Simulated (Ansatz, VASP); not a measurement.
Ta2PtS4 in VASP and in Ansatz

```
Ta Pt S
1.0
     3.36145   -5.08779    0.00000
     3.36145    5.08779    0.00000
     0.00000    0.00000    3.55147
Ta Pt S
2 1 4
Direct
  0.50000 0.00000 0.50000
  0.00000 0.50000 0.50000
  0.00000 0.00000 0.00000
  0.77531 0.77531 0.50000
  0.22469 0.22469 0.50000
  0.67968 0.32032 0.00000
  0.32032 0.67968 0.00000
```

Alike in both runs: task single point; functional PBE; k mesh 8 × 8 × 10; occupations gaussian, width 0.1 eV; no spin polarisation.

|  | VASP | Ansatz |
| --- | --- | --- |
| version | VASP 6.6.1 | Ansatz 0.2.0 |
| potentials or method | VASP PAW PBE potentials, release 64 (Ta_pv, Pt, S), cutoff 520 eV | scalar-relativistic, plane waves, PAW |
| valence electrons in the cell | 56 | 68 |

VASP gave:

| Quantity | Value |
| --- | --- |
| gap on the k mesh at the Fermi level (eV) | none |
| pressure (GPa) | -0.1 |
| traceless stress, the component that is largest in VASP (GPa) | 0.11 |
| rms of the force components (eV/Å) | 0.008 |

What did Ansatz give for the same quantities?

gap on the k mesh at the Fermi level (eV): none; pressure (GPa): 0.0; traceless stress, the component that is largest in VASP (GPa): 0.00; rms of the force components (eV/Å): 0.000.

Atom by atom the forces differ by 0.007 eV/Å (rms over components). A gap of «none» marks a metal or a gap that the smearing closes. VASP's potentials hold 56 valence electrons a cell and Ansatz's 68, so a difference there can come from the potentials and not from the codes.

Neither program's run includes spin-orbit coupling.
